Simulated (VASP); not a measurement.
Runs of VASP 6.6.1 on Rh. The structure is that of space group Fd-3m (No. 227), or close to it. The cells are those of the table. 

| task | cell | k mesh | cutoff (eV) | gap on the mesh (eV) | pressure (GPa) |
| --- | --- | --- | --- | --- | --- |
| single point | a = 3.924 Å, angles 60.0°, 2 atoms | 16 × 16 × 16 | 520 | none | 0.1 |
| single point | a = 3.924 Å, angles 60.0°, 2 atoms | 10 × 10 × 10 | 520 | none | (a) |
| single point | a = 3.871 Å, angles 60.0°, 2 atoms | 11 × 11 × 11 | 520 | none | (b) |
| single point | a = 3.924 Å, angles 60.0°, 2 atoms | 11 × 11 × 11 | 520 | none | (c) |
| single point | a = 4.075 Å, angles 60.0°, 2 atoms | 11 × 11 × 11 | 520 | none | -9.8 |
| relaxation of cell and atoms | relaxed from a = 3.745 Å, angles 60.0°, 2 atoms | 10 × 10 × 10 | 600 | none | 0.1 |
| single point | a = 3.816 Å, angles 60.0°, 2 atoms | 11 × 11 × 11 | 520 | none | 12.4 |
| single point | a = 4.026 Å, angles 60.0°, 2 atoms | 11 × 11 × 11 | 520 | none | -7.4 |
| single point | a = 3.975 Å, angles 60.0°, 2 atoms | 11 × 11 × 11 | 520 | none | -4.1 |
| single point | a = 3.760 Å, angles 60.0°, 2 atoms | 11 × 11 × 11 | 520 | none | 21.2 |

Alike in all rows: level revPBE; potentials or basis VASP PAW PBE potentials, release 64 (Rh_pv); no spin polarisation; smearing fermi-dirac 0.1 eV.

Problem. Fill in the values left out.

Solution. (a) 0.2; (b) 5.5; (c) 0.0.

Caveats: the PAW data sets were made with another functional, which shifts forces and pressure a little.

A k mesh can miss the band edges, and the runs leave out spin-orbit coupling on Rh.

A gap of «none» marks levels without a gap at the run's occupations.
